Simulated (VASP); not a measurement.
# InP (F-43m) in VASP: notebook

Runs on InP. Level: r2SCAN. Tasks: relaxation of cell and atoms.

All numbers are computed with VASP 6.6.1; they aren't measurements. Logs are shortened: lines on timing, memory, paths and dates and some standing lists are left out, and cuts for length are marked.

**1. The cell of the first run**

It takes space group F-43m (No. 216, cubic). The conventional cell has a = 5.506 Å, b = 5.506 Å, c = 5.506 Å, α = 90.00°, β = 90.00°, γ = 90.00°. In (site symmetry -43m) has 4 P at 2.38 Å within 3.1 Å. Within 3.1 Å of P (site symmetry -43m) lie 4 In at 2.38 Å.

**2. Relaxation of cell and atoms, r2SCAN, target pressure 25 GPa, at which the enthalpy is minimised**

POSCAR

```
InP
1.0
    0.0000000000      2.7532317335      2.7532317335
    2.7532317335      0.0000000000      2.7532317335
    2.7532317335      2.7532317335      0.0000000000
In P
1 1
Direct
    0.0000000000      0.0000000000      0.0000000000
    0.2500000000      0.2500000000      0.2500000000
```

INCAR.step1

```
ALGO = Normal ; EDIFF = 1E-4
ENCUT = 600 ; GGA = PE
ISMEAR = 0 ; LASPH = True
LCHARG = False ; LREAL = False
LWAVE = True ; NELM = 80
PREC = Accurate ; SIGMA = 0.02
```

INCAR.step2

```
ALGO = Normal ; EDIFF = 1E-7
EDIFFG = -0.008 ; ENCUT = 600
IBRION = 2 ; ISIF = 3
ISMEAR = 0 ; ISTART = 1
LASPH = True ; LCHARG = False
LMIXTAU = True ; LREAL = False
LWAVE = False ; METAGGA = R2SCAN
NELM = 80 ; NSW = 70
PREC = Accurate ; PSTRESS = 250.0
SIGMA = 0.02
```

KPOINTS

```
k-points
0
Gamma
  8 8 8
```

Potentials or basis: VASP PAW PBE potentials, release 64 (In_d, P).

Command:

```console
$ cat potpaw_PBE.64/In_d/POTCAR potpaw_PBE.64/P/POTCAR > POTCAR
$ cp INCAR.step1 INCAR
$ mpirun -np 1 vasp_std > vasp.out
$ cp INCAR.step2 INCAR
$ mpirun -np 1 vasp_std > vasp.out
```

OUTCAR:

```text
EDIFF = 1E-7
   EDIFFG = -0.008
   ENCUT = 600
   IBRION = 2
   ISIF = 3
   ISMEAR = 0
   ISTART = 1
   LASPH = True
   LREAL = False
   METAGGA = R2SCAN
   NELM = 80
   NSW = 70
   PREC = Accurate
   PSTRESS = 250.0

 ion  position               nearest neighbor table
   1  0.000  0.000  0.000-   2 2.38   2 2.38   2 2.38   2 2.38
   2  0.250  0.250  0.250-   1 2.38   1 2.38   1 2.38   1 2.38

  LATTYP: Found a face centered cubic cell.
 ALAT       =     5.5064634670

  Lattice vectors:

 A1 = (   0.0000000000,   2.7532317335,   2.7532317335)
 A2 = (   2.7532317335,   0.0000000000,   2.7532317335)
 A3 = (   2.7532317335,   2.7532317335,   0.0000000000)

Analysis of symmetry for initial positions (statically):
=====================================================================
 Subroutine PRICEL returns:
 Original cell was already a primitive cell.

 Routine SETGRP: Setting up the symmetry group for a
 face centered cubic supercell.

 Subroutine GETGRP returns: Found 24 space group operations
 (whereof 24 operations were pure point group operations)
 out of a pool of 48 trial point group operations.

The static configuration has the point symmetry T_d .

Analysis of symmetry for dynamics (positions and initial velocities):
=====================================================================
 Subroutine PRICEL returns:
 Original cell was already a primitive cell.

 Routine SETGRP: Setting up the symmetry group for a
 face centered cubic supercell.

 Subroutine GETGRP returns: Found 24 space group operations
 (whereof 24 operations were pure point group operations)
 out of a pool of 48 trial point group operations.

The dynamic configuration has the point symmetry T_d .

 Subroutine INISYM returns: Found 24 space group operations
 (whereof 24 operations are pure point group operations),
 and found     1 'primitive' translations

----------------------------------------------------------------------------------------

                                     Primitive cell

  volume of cell :      41.7406

  direct lattice vectors                    reciprocal lattice vectors
     0.000000000  2.753231733  2.753231733    -0.181604764  0.181604764  0.181604764
     2.753231733  0.000000000  2.753231733     0.181604764 -0.181604764  0.181604764
     2.753231733  2.753231733  0.000000000     0.181604764  0.181604764 -0.181604764

  length of vectors
     3.893657658  3.893657658  3.893657658     0.314548679  0.314548679  0.314548679

[... 93 lines left out ...]
   EMIN   =  10.00;   EMAX   =-10.00  energy-range for DOS
   EFERMI =   0.00;   METHOD = LEGACY
   ISMEAR =     0;   SIGMA  =   0.02  broadening in eV -4-tet -1-fermi 0-gaus
   EFERMI_NEDOS =   21; number of points for ismear=-14 and -15
   IALGO  =     38    algorithm
   IMIX   =      4    mixing-type and parameters
     AMIX     =   0.40;   BMIX     =  1.00
     AMIX_MAG =   1.60;   BMIX_MAG =  1.00
  volume/ion in A,a.u.               =      20.87       140.84
  Fermi-wavevector in a.u.,A,eV,Ry     =   1.236838  2.337285 20.813768  1.529769
  Thomas-Fermi vector in A             =   2.371430
   LORBIT       =      0    0 simple, 1 ext, 2 COOP (PROOUT), +10 PAW based schemes
   METAGGA = R2SCAN    functional components
   LHFCALC =     F    Hartree Fock is set to
   AEXX    =    0.0000 exact exchange contribution
   IVDW    =     0    specifies the selected vdW correction
   LEPSILON=     F    determine dielectric tensor
   LRPA    =     F    only Hartree local field effects (RPA)
 conjugate gradient relaxation of ions
 non-spin polarized calculation
 Gauss-broadening in eV      SIGMA  =   0.02
  energy-cutoff  :      600.00
  volume of cell :       41.74
 maximum number of plane-waves:      1411
   NGX = 15   NGY = 15   NGZ = 15

--------------------------------------- Ionic step        1  -------------------------------------------

 number of electron      17.9999996 magnetization

 Free energy of the ion-electron system (eV)
  ---------------------------------------------------
  ext. energy  EPLUGINS =         0.00000000
  ---------------------------------------------------
  free energy    TOTEN  =       -31.72331998 eV

  energy without entropy =      -31.72331998  energy(sigma->0) =      -31.72331998

------------------------ aborting loop because EDIFF is reached ----------------------------------------

  FORCE on cell =-STRESS in cart. coord.  units (eV):
  Direction    XX          YY          ZZ          XY          YZ          ZX
  --------------------------------------------------------------------------------------
  -------------------------------------------------------------------------------------
  Total        5.9475811      5.9475811      5.9475811     -0.0000000      0.0000000     -0.0000000
  in kB      228.2930336    228.2930336    228.2930336     -0.0000000      0.0000000     -0.0000000
  external PRESSURE =     -21.7069664 kB  Pullay stress =     250.0000000 kB
[... 63 lines left out ...]
--------------------------------------- Ionic step        3  -------------------------------------------

 number of electron      17.9999996 magnetization

 Free energy of the ion-electron system (eV)
  ---------------------------------------------------
  ext. energy  EPLUGINS =         0.00000000
  ---------------------------------------------------
  free energy    TOTEN  =       -31.64102183 eV

  energy without entropy =      -31.64102183  energy(sigma->0) =      -31.64102183

 E-fermi :   7.6760     XC(G=0): -10.8660

 val. band max:        7.5162059143   @ k =   0.0000   0.0000   0.0000
 cond. band min:       9.1190483266   @ k =   0.5000   0.5000   0.0000
 fundamental gap:      1.6028424124
 Fermi energy:         7.6760428552

 k-point     1 :       0.0000    0.0000    0.0000
  band No.  band energies     occupation
      1      -7.7506      2.00000
      2      -7.7506      2.00000
      3      -7.7506      2.00000
      4      -7.4293      2.00000
      5      -7.4293      2.00000
      6      -6.1296      2.00000
      7       7.5162      2.00000
      8       7.5162      2.00000
      9       7.5162      2.00000
     10       9.8032      0.00000
     11      11.8482      0.00000
     12      11.8482      0.00000
     13      11.8483      0.00000
[... 354 lines left out ...]
  band No.  band energies     occupation
      1      -8.0511      2.00000
      2      -7.6478      2.00000
      3      -7.6084      2.00000
      4      -7.4456      2.00000
      5      -7.4034      2.00000
      6      -3.0529      2.00000
      7       0.6945      2.00000
      8       3.9733      2.00000
      9       5.2214      2.00000
     10      11.6003      0.00000
     11      11.7994      0.00000
     12      14.2103      0.00000
     13      15.7558      0.00000

 [... further k-points ...]
[... 5 lines left out ...]
  --------------------------------------------------------------------------------------
  -------------------------------------------------------------------------------------
  Total        6.4234278      6.4234278      6.4234278      0.0000000     -0.0000000      0.0000000
  in kB      249.8621571    249.8621571    249.8621571      0.0000000     -0.0000000      0.0000000
  external PRESSURE =      -0.1378429 kB  Pullay stress =     250.0000000 kB
[... 21 lines left out ...]
  energy  without entropy=      -31.6410218279  energy(sigma->0) =      -31.64102183

  enthalpy is  TOTEN    =       -25.2140504067 eV   P V=        6.4269714212

 reached required accuracy - stopping structural energy minimisation
```

OSZICAR.step1:

```text
N       E                     dE             d eps       ncg     rms          rms(c)
DAV:   1     0.123700268442E+03    0.12370E+03   -0.94650E+03   759   0.180E+03
DAV:   2     0.274899236600E+00   -0.12343E+03   -0.11982E+03   799   0.370E+02
DAV:   3    -0.804061475316E+01   -0.83155E+01   -0.82757E+01   994   0.955E+01
DAV:   4    -0.825141206610E+01   -0.21080E+00   -0.21067E+00   885   0.160E+01
DAV:   5    -0.826133571636E+01   -0.99237E-02   -0.99232E-02  1136   0.319E+00    0.776E+00
DAV:   6    -0.778275209536E+01    0.47858E+00   -0.77963E-01  1074   0.196E+01    0.453E+00
DAV:   7    -0.772866325005E+01    0.54089E-01   -0.32008E-01  1033   0.606E+00    0.153E+00
DAV:   8    -0.772757922426E+01    0.10840E-02   -0.31099E-02  1011   0.290E+00    0.622E-01
DAV:   9    -0.772791426220E+01   -0.33504E-03   -0.23689E-03  1036   0.101E+00    0.266E-01
DAV:  10    -0.772798287664E+01   -0.68614E-04   -0.23687E-04   764   0.178E-01
   1 F= -.77279829E+01 E0= -.77279829E+01  d E =-.520875E-28
```

Run time: 2.5 min. Hardware: 1 thread of Intel Xeon Platinum 8488C (Sapphire Rapids), shared host; peak memory 0.21 GiB.

Results:

- Free energy: -31.6410 eV
- Relaxed volume: 20.59 Å³/atom
- Relaxed cell: a = 3.876 Å, b = 3.876 Å, c = 3.876 Å, α = 60.00°, β = 60.00°, γ = 60.00°
- Space group after relaxing (to 0.1 Å): F-43m (No. 216)
- Energy change on relaxing (the run minimises the enthalpy): +41.1 meV/atom
- Ionic steps: 3
- Pressure after relaxing: 25.0 GPa
- Band gap on the k mesh: 1.60 eV (least direct gap 2.29 eV)

The path:
```tsv
step	energy change (eV)	largest force (eV/Å)	pressure (GPa)	volume (Å³)
1	0.0000	0.0000	22.83	41.74
2	0.2759	0.0000	29.89	40.06
3	0.0823	0.0000	24.99	41.19
```

Final structure:
```yaml
crystal:
  lattice:
    - [0.00000, 2.74104, 2.74104]
    - [2.74104, 0.00000, 2.74104]
    - [2.74104, 2.74104, 0.00000]
  atoms:
    - { symbol: In, position: [0.00000, 0.00000, 0.00000] }
    - { symbol: P, position: [0.25000, 0.25000, 0.25000] }
```

Caveat: the cell is relaxed towards a set pressure, so the run minimises the enthalpy, not the energy; the PAW data sets were made with another functional, which shifts forces and pressure a little; spin-orbit coupling is left out, which moves the levels of the heavy elements. A k mesh can miss the band edges.

**3. Relaxation of cell and atoms, r2SCAN, target pressure 12 GPa, at which the enthalpy is minimised**

This run uses another cell than the first one, of 22.58 Å³/atom.

POSCAR

```
InP
1.0
    0.0000000000      2.8266572431      2.8266572431
    2.8266572431      0.0000000000      2.8266572431
    2.8266572431      2.8266572431      0.0000000000
In P
1 1
Direct
    0.0000000000      0.0000000000      0.0000000000
    0.2500000000      0.2500000000      0.2500000000
```

INCAR.step1

```
PREC     = Accurate       # precision mode
ENCUT    = 600            # plane-wave cutoff, eV
ISMEAR   = 0              # smearing method
SIGMA    = 0.02           # smearing width, eV
LREAL    = False          # projectors in reciprocal space
LASPH    = True           # aspherical terms in the spheres
NELM     = 100            # most SCF steps
GGA      = PE             # functional
ALGO     = Normal         # electronic algorithm
EDIFF    = 1E-4           # SCF threshold, eV
LWAVE    = True           # write WAVECAR
LCHARG   = False          # write CHGCAR
```

INCAR.step2

```
PREC     = Accurate       # precision mode
ENCUT    = 600            # plane-wave cutoff, eV
EDIFF    = 1E-6           # SCF threshold, eV
ISMEAR   = 0              # smearing method
SIGMA    = 0.02           # smearing width, eV
LREAL    = False          # projectors in reciprocal space
LASPH    = True           # aspherical terms in the spheres
NELM     = 100            # most SCF steps
ALGO     = Normal         # electronic algorithm
ISIF     = 3              # what is computed and relaxed
LWAVE    = False          # write WAVECAR
LCHARG   = False          # write CHGCAR
METAGGA  = R2SCAN         # meta-GGA
LMIXTAU  = True         
IBRION   = 2              # ionic algorithm
NSW      = 70             # ionic steps
EDIFFG   = -0.008         # ionic threshold
PSTRESS  = 120.0        
ISTART   = 1
```

KPOINTS

```
Automatic mesh
0
Gamma
  8 8 8
```

Potentials or basis: VASP PAW PBE potentials, release 64 (In_d, P).

Command:

```console
$ cat potpaw_PBE.64/In_d/POTCAR potpaw_PBE.64/P/POTCAR > POTCAR
$ cp INCAR.step1 INCAR
$ mpirun -np 1 vasp_std > vasp.out
$ cp INCAR.step2 INCAR
$ mpirun -np 1 vasp_std > vasp.out
```

It took 46 s on 1 thread of Intel Xeon Platinum 8488C (Sapphire Rapids), shared host; peak memory 0.19 GiB.

Results (log left out):

```yaml
Free_energy: -32.0888 eV
Pressure_after_relaxing: 12.0 GPa
Band_gap_on_the_k_mesh: 1.79 eV
```

Final structure:
```cif
data_structure
_symmetry_space_group_name_H-M 'P 1'
_symmetry_Int_Tables_number 1
_cell_length_a 3.9975
_cell_length_b 3.9975
_cell_length_c 3.9975
_cell_angle_alpha 60.000
_cell_angle_beta 60.000
_cell_angle_gamma 60.000
_cell_volume 45.17
loop_
_atom_site_label
_atom_site_type_symbol
_atom_site_fract_x
_atom_site_fract_y
_atom_site_fract_z
_atom_site_occupancy
In1 In 0.00000 0.00000 0.00000 1
P1 P 0.25000 0.25000 0.25000 1
```

Levels at points of the mesh, in eV from the valence-band top:
```csv
k point,band 5,band 6,band 7,band 8,band 9,band 10,band 11,band 12,band 13
"(0.00, 0.00, 0.00)",-14.68,-12.83,0.00,0.00,0.00,1.79,4.41,4.41,4.41
"(0.50, 0.00, 0.00)",-14.66,-10.61,-6.54,-1.19,-1.19,2.14,5.14,5.14,7.74
"(0.50, 0.50, 0.00)",-14.62,-9.81,-6.41,-2.82,-2.82,1.81,2.51,10.67,11.06
```

Caveat: the relaxation stopped at its first step, so nothing moved; the cell is relaxed towards a set pressure, so the run minimises the enthalpy, not the energy; the PAW data sets were made with another functional, which shifts forces and pressure a little; spin-orbit coupling is left out, which moves the levels of the heavy elements. A k mesh can miss the band edges.
